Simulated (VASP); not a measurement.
**Al2O3: single point with PBEsol+D4**

The system is Al2O3.

```
CELL_PARAMETERS angstrom
2.97864 0.00000 0.00000
-1.48932 2.57958 0.00000
0.00000 0.00000 7.38468
ATOMIC_POSITIONS crystal
Al 0.00000 0.00000 0.72596
Al 0.00000 0.00000 0.27404
O 0.00000 0.00000 0.50000
O 0.66667 0.33333 0.80646
O 0.33333 0.66667 0.19354
```

| Quantity | Value |
| --- | --- |
| Program | VASP 6.6.1 |
| Task | single point |
| Functional | PBEsol |
| Dispersion | D4 |
| Potentials or basis | VASP PAW PBE potentials, release 64 (Al, O) |
| Cutoff | 520 eV |
| k mesh | 10 × 10 × 4 |
| Occupations | fermi-dirac, width 0.05 eV |
| Spin | no spin polarisation |
| Dipole correction | no |
| Further INCAR settings | ALGO = Normal; EDIFF = 1e-07; NBANDS = 20 |

```
Pressure                   : 0.3 GPa
Largest force              : 0.092 eV/Å
Band gap on the k mesh     : 2.39 eV, direct
Dispersion energy per atom : -0.119 eV
```

Forces on the atoms (eV/Å):
```
Al   0.000  0.000  0.092
Al   0.000  0.000 -0.092
O    0.000  0.000  0.000
O    0.000  0.000  0.001
O    0.000  0.000 -0.001
```

Stress tensor (GPa, compression positive):
```
0.13 0.00 0.00
0.00 0.13 0.00
0.00 0.00 0.69
```

Levels at points of the mesh, in eV from the valence-band top:
```tsv
k point	band 10	band 11	band 12	band 13	band 14	band 15
(0.00, 0.00, 0.00)	-2.36	0.00	0.00	2.39	4.51	7.45
(0.50, 0.00, 0.00)	-3.20	-1.89	-0.52	4.43	6.23	8.28
(0.00, 0.00, 0.50)	-3.28	0.00	0.00	3.38	3.53	8.18
(0.50, 0.00, 0.50)	-3.50	-1.80	-0.52	4.98	5.50	8.25
```

Wall time 43 s on 1 thread of Intel(R) Xeon(R) Platinum 8259CL CPU @ 2.50GHz (Skylake/Cascade Lake), on a shared host, peak memory 0.19 GiB.

Caveat: the PAW data sets were made with another functional, which shifts forces and pressure a little. PBEsol gaps usually lie below the measured ones, often by a third to a half.
